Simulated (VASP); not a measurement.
# MgO (Immm) in VASP: single point with HSE06

Aim: the single point of MgO with HSE06.

Program: VASP 6.6.1. These are calculated values, not measurements. Logs are shortened: lines on timing, memory, paths and dates and some standing lists are left out, and cuts for length are marked.

## 1. The cell of the first run

The structure is orthorhombic, space group Immm (No. 71). Conventional cell: a = 2.893 Å, b = 3.053 Å, c = 4.204 Å, α = 90.00°, β = 90.00°, γ = 90.00°. Mg (site symmetry mmm) has 6 O at 2.10 Å and 12 Mg at 2.89 to 3.05 Å within 3.1 Å. Within 3.1 Å of O (site symmetry mmm) lie 6 Mg at 2.10 Å and 12 O at 2.89 to 3.05 Å.

## 2. Single point, HSE06 (shear xy strain +5.4%)

Contents of POSCAR:

```
MgO
1.0
    0.0563380867      2.1021674158      2.1021674158
    2.1021674158      0.0563380867      2.1021674158
    2.1585055026      2.1585055026      0.0000000001
Mg O
1 1
Direct
    0.0000000000      0.0000000000      0.0000000000
    0.5000000000      0.5000000000      0.5000000000
```

Contents of INCAR.step1:

```
SYSTEM = MgO
PREC = Accurate
ENCUT = 520
EDIFF = 1E-5
ISMEAR = 0
SIGMA = 0.01
LREAL = .False.
LASPH = .True.
NELM = 60
ALGO = Normal
ISIF = 2
LWAVE = .True.
LCHARG = .False.
GGA = PE
NBANDS = 11
```

Contents of INCAR.step2:

```
SYSTEM = MgO
PREC = Accurate
ENCUT = 520
EDIFF = 1E-6
ISMEAR = 0
SIGMA = 0.01
LREAL = .False.
LASPH = .True.
NELM = 60
ALGO = Normal
ISIF = 2
LWAVE = .False.
LCHARG = .False.
GGA = PE
LHFCALC = .True.
HFSCREEN = 0.2079
PRECFOCK = Normal
ISTART = 1
NBANDS = 11
```

Contents of KPOINTS:

```
Automatic mesh
0
Gamma
  8 8 8
  0 0 0
```

Potentials or basis: VASP PAW PBE potentials, release 64 (Mg, O).

Started as:

```
> cat potpaw_PBE.64/Mg/POTCAR potpaw_PBE.64/O/POTCAR > POTCAR
> cp INCAR.step1 INCAR
> mpirun -np 1 vasp_std > vasp.out
> cp INCAR.step2 INCAR
> mpirun -np 1 vasp_std > vasp.out
```

OUTCAR:

```text
SYSTEM = MgO
   PREC = Accurate
   ENCUT = 520
   EDIFF = 1E-6
   ISMEAR = 0
   LREAL = .False.
   LASPH = .True.
   NELM = 60
   ISIF = 2
   GGA = PE
   LHFCALC = .True.
   HFSCREEN = 0.2079
   PRECFOCK = Normal
   ISTART = 1

 ion  position               nearest neighbor table
   1  0.000  0.000  0.000-   2 2.10   2 2.10   2 2.10   2 2.10   2 2.10   2 2.10
   2  0.500  0.500  0.500-   1 2.10   1 2.10   1 2.10   1 2.10   1 2.10   1 2.10

  LATTYP: Found a body centered orthorhombic cell.
 ALAT       =     2.8932395835
 B/A-ratio  =     1.0550760378
 C/A-ratio  =     1.4531582021

  Lattice vectors:

 A1 = (   2.1021674159,   0.0563380868,  -2.1021674157)
 A2 = (  -2.1021674158,  -0.0563380867,  -2.1021674158)
 A3 = (   0.0563380867,   2.1021674158,   2.1021674158)

Analysis of symmetry for initial positions (statically):
=====================================================================
 Subroutine PRICEL returns:
 Original cell was already a primitive cell.

 Routine SETGRP: Setting up the symmetry group for a
 body centered orthorhombic supercell.

 Subroutine GETGRP returns: Found  8 space group operations
 (whereof  8 operations were pure point group operations)
 out of a pool of  8 trial point group operations.

The static configuration has the point symmetry D_2h.

Analysis of symmetry for dynamics (positions and initial velocities):
=====================================================================
 Subroutine PRICEL returns:
 Original cell was already a primitive cell.

 Routine SETGRP: Setting up the symmetry group for a
 body centered orthorhombic supercell.

 Subroutine GETGRP returns: Found  8 space group operations
 (whereof  8 operations were pure point group operations)
 out of a pool of  8 trial point group operations.

The dynamic configuration has the point symmetry D_2h.

 Subroutine INISYM returns: Found  8 space group operations
 (whereof  8 operations are pure point group operations),
 and found     1 'primitive' translations

----------------------------------------------------------------------------------------

                                     Primitive cell

  volume of cell :      18.5661

  direct lattice vectors                    reciprocal lattice vectors
     0.056338087  2.102167416  2.102167416    -0.244399664  0.244399664  0.237849753
     2.102167416  0.056338087  2.102167416     0.244399664 -0.244399664  0.237849753
[... 95 lines left out ...]
   PSTRESS=    0.0 pullay stress
   NELECT =       8.0000    total number of electrons
   NUPDOWN=      -1.0000    fix difference up-down
   EMIN   =  10.00;   EMAX   =-10.00  energy-range for DOS
   EFERMI =   0.00;   METHOD = LEGACY
   ISMEAR =     0;   SIGMA  =   0.01  broadening in eV -4-tet -1-fermi 0-gaus
   EFERMI_NEDOS =   21; number of points for ismear=-14 and -15
   IALGO  =     38    algorithm
   IMIX   =      1    mixing-type and parameters
     AMIX     =   0.40;   BMIX     =  1.00
     AMIX_MAG =   1.60;   BMIX_MAG =  1.00
  volume/ion in A,a.u.               =       9.28        62.64
  Fermi-wavevector in a.u.,A,eV,Ry     =   1.236512  2.336668 20.802778  1.528961
  Thomas-Fermi vector in A             =   2.371117
   LORBIT       =      0    0 simple, 1 ext, 2 COOP (PROOUT), +10 PAW based schemes
   GGA     = PE    functional components
   LHFCALC =     T    Hartree Fock is set to
   PRECFOCK=normal    Normal, Fast or Accurate (Low or Medium for compatibility)
   ENCUT4O =  -1.0   cutoff for four orbital integrals eV
   NKREDX  =     1    reduce k-point grid by
   NKREDY  =     1    reduce k-point grid by
   NKREDZ  =     1    reduce k-point grid by
   AEXX    =    0.2500 exact exchange contribution
   HFSCREEN=    0.2079 screening length (either q_TF or 0.3 A-1)
   HFSCREENC=   0.2079 screening length for correlation (either q_TF or 0.3 A-1)
   ENCUTFOCK=  -1.0 apply spherical cutoff to Coloumb kernel
   IVDW    =     0    specifies the selected vdW correction
   LEPSILON=     F    determine dielectric tensor
   LRPA    =     F    only Hartree local field effects (RPA)
 non-spin polarized calculation
 Gauss-broadening in eV      SIGMA  =   0.01
  energy-cutoff  :      520.00
  volume of cell :       18.57
 maximum number of plane-waves:       519
 NGX is ok and might be reduce to    24
  NGX = 18; NGY = 18; NGZ = 18

 number of electron       8.0000000 magnetization

 Free energy of the ion-electron system (eV)
  ---------------------------------------------------
  ext. energy  EPLUGINS =         0.00000000
  ---------------------------------------------------
  free energy    TOTEN  =       -14.18430825 eV

  energy without entropy =      -14.18430825  energy(sigma->0) =      -14.18430825

 E-fermi :   2.2628     XC(G=0):  -9.1212

 val. band max:        2.2020491078   @ k =   0.0000   0.0000   0.0000
 cond. band min:       8.4586819754   @ k =   0.0000   0.0000   0.0000
 fundamental gap:      6.2566328676
 Fermi energy:         2.2628112639

 k-point     1 :       0.0000    0.0000    0.0000
  band No.  band energies     occupation
      1     -16.8627      2.00000
      2       1.8039      2.00000
      3       1.9848      2.00000
      4       2.2020      2.00000
      5       8.4587      0.00000
      6      18.9930      0.00000
      7      19.8228      0.00000
      8      20.6068      0.00000
      9      23.6749      0.00000
     10      25.6715      0.00000
     11      25.7222      0.00000
[... 309 lines left out ...]
 k-point    24 :       0.2500   -0.0000    0.1250
  band No.  band energies     occupation
      1     -16.2566      2.00000
      2      -0.3330      2.00000
      3       1.3555      2.00000
      4       1.4937      2.00000
      5      11.0507      0.00000
      6      16.2283      0.00000
      7      20.1405      0.00000
      8      20.9118      0.00000
      9      22.1075      0.00000
     10      26.1336      0.00000
     11      27.9315      0.00000

 [... further k-points ...]
[... 5 lines left out ...]
  --------------------------------------------------------------------------------------
  -------------------------------------------------------------------------------------
  Total       -0.0347212     -0.0347212     -0.1084480     -0.9704989     -0.0000000     -0.0000000
  in kB       -2.9963051     -2.9963051     -9.3586321    -83.7501849     -0.0000000     -0.0000000
  external PRESSURE =      -5.1170808 kB  Pullay stress =       0.0000000 kB

 VOLUME and BASIS-vectors are now :
 -----------------------------------------------------------------------------
  energy-cutoff  :      520.00
  volume of cell :       18.57
      direct lattice vectors                 reciprocal lattice vectors
     0.056338087  2.102167416  2.102167416    -0.244399664  0.244399664  0.237849753
     2.102167416  0.056338087  2.102167416     0.244399664 -0.244399664  0.237849753
     2.158505503  2.158505503  0.000000000     0.231641754  0.231641754 -0.237849753

 POSITION                                       TOTAL-FORCE (eV/Angst)
 -----------------------------------------------------------------------------------
      0.00000      0.00000      0.00000         0.000000     -0.000000      0.000000
      2.15851      2.15851      2.10217        -0.000000      0.000000     -0.000000
 -----------------------------------------------------------------------------------
    total drift:                                0.000000      0.000000      0.000000

  FREE ENERGIE OF THE ION-ELECTRON SYSTEM (eV)
  ---------------------------------------------------
  free  energy   TOTEN  =       -14.1843082496 eV

  energy  without entropy=      -14.1843082496  energy(sigma->0) =      -14.18430825
```

OUTCAR.step1:

```text
SYSTEM = MgO
   PREC = Accurate
   ENCUT = 520
   EDIFF = 1E-5
   ISMEAR = 0
   LREAL = .False.
   LASPH = .True.
[... 560 lines left out ...]
      0.00000      0.00000      0.00000         0.000000     -0.000000     -0.000000
      2.15851      2.15851      2.10217        -0.000000      0.000000      0.000000
 -----------------------------------------------------------------------------------
    total drift:                               -0.000000     -0.000000      0.000000

  FREE ENERGIE OF THE ION-ELECTRON SYSTEM (eV)
  ---------------------------------------------------
  free  energy   TOTEN  =       -11.8774152527 eV

  energy  without entropy=      -11.8774152527  energy(sigma->0) =      -11.87741525
```

Run time: 57 min. Hardware: 1 thread of Intel Xeon Platinum 8488C (Sapphire Rapids), shared host; peak memory 0.28 GiB.

Results:

- Free energy: -14.1843 eV
- Pressure: -0.5 GPa
- Band gap on the k mesh: 6.26 eV

Stress tensor (GPa, compression positive):
```
-0.30 -8.38  0.00
-8.38 -0.30  0.00
 0.00  0.00 -0.94
```

Levels at points of the mesh, in eV from the valence-band top:
```tsv
k point	band 1	band 2	band 3	band 4	band 5	band 6	band 7	band 8
(0.00, 0.00, 0.00)	-19.06	-0.40	-0.22	0.00	6.26	16.79	17.62	18.40
(0.50, 0.00, 0.00)	-17.63	-5.07	-1.13	-0.95	9.30	15.00	17.53	18.07
(0.50, 0.50, 0.00)	-17.43	-4.62	-2.01	-1.35	10.34	12.04	15.21	20.72
(0.00, 0.00, 0.50)	-17.77	-5.26	-0.91	-0.69	9.67	14.40	18.32	18.87
(0.50, 0.00, 0.50)	-17.41	-4.62	-1.69	-1.68	10.65	11.70	15.15	21.25
```

Caveat: the cell differs from its parent crystal (shear xy strain +5.4%); the PAW data sets were made with another functional, which shifts forces and pressure a little.
